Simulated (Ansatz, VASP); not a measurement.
Al2O3: VASP beside Ansatz

File INCAR:

```
SYSTEM = Al2O3
  PREC = Accurate
  ENCUT = 520
  EDIFF = 1E-6
  ISMEAR = 0
  SIGMA = 0.05
  LREAL = .False.
  LASPH = .True.
  NELM = 60
  ALGO = Normal
  ISIF = 2
  LWAVE = .False.
  LCHARG = .True.
  GGA = PE
  IVDW = 12
  LELF = .True.
  LVHAR = .True.
  NBANDS = 20
```

The input KPOINTS:

```
Automatic mesh
0
Gamma
  9 9 4
  0 0 0
```

POSCAR

```
Al2O3
1.0
    2.8924537055      0.0000000000      0.0000000000
   -1.4462268528      2.5049383882      0.0000000000
    0.0000000000      0.0000000000      7.3605135856
Al O
2 3
Direct
    0.0000000000      0.0000000000      0.1907358529
    0.0000000000      0.0000000000      0.8092641471
    0.3333333333      0.6666666667      0.2977981479
    0.6666666667      0.3333333333      0.0000000000
    0.3333333333      0.6666666667      0.7022018521
```

Input for Ansatz:

```yaml
crystal:
  lattice:
    - [2.8924537055, 0.0, 0.0]
    - [-1.4462268528, 2.5049383882, 0.0]
    - [0.0, 0.0, 7.3605135856]
  atoms:
    - { symbol: Al, position: [0.0, 0.0, 0.1907358529] }
    - { symbol: Al, position: [0.0, 0.0, 0.8092641471] }
    - { symbol: O, position: [0.3333333333, 0.6666666667, 0.2977981479] }
    - { symbol: O, position: [0.6666666667, 0.3333333333, 0.0] }
    - { symbol: O, position: [0.3333333333, 0.6666666667, 0.7022018521] }
basis:
  ecutwfc: 520.0
kpoints:
  mp_grid: { grid: [9, 9, 4] }
hamiltonian:
  xc: pbe
  pseudopotentials: { kind: paw, azcp: { folder: soft_1 } }
  dispersion: d3bj
scf:
  occupations: { method: gaussian, width: 0.05 }
output:
  forces: true
  stress: true
  eigenvalues: true
```

Alike in both runs: task single point; functional PBE; dispersion D3(BJ); k mesh 9 × 9 × 4; occupations gaussian, width 0.05 eV; no spin polarisation.

|  | VASP | Ansatz |
| --- | --- | --- |
| version | VASP 6.6.1 | Ansatz 0.2.0 |
| potentials or method | VASP PAW PBE potentials, release 64 (Al, O), cutoff 520 eV | scalar-relativistic, plane waves, PAW |
| valence electrons in the cell | 24 | 24 |

VASP gave:

| Item | Value |
| --- | --- |
| gap on the k mesh at the Fermi level (eV) | 3.82 |
| least direct gap on the mesh (eV) | 3.88 |
| pressure (GPa) | -10.7 |
| traceless stress, the component that is largest in VASP (GPa) | -0.64 |
| rms of the force components (eV/Å) | 0.951 |

Task: Which values does Ansatz return?

Result: gap on the k mesh at the Fermi level (eV): 3.85; least direct gap on the mesh (eV): 3.91; pressure (GPa): -10.8; traceless stress, the component that is largest in VASP (GPa): -0.38; rms of the force components (eV/Å): 0.939.

Atom by atom the forces differ by 0.012 eV/Å (rms over components).
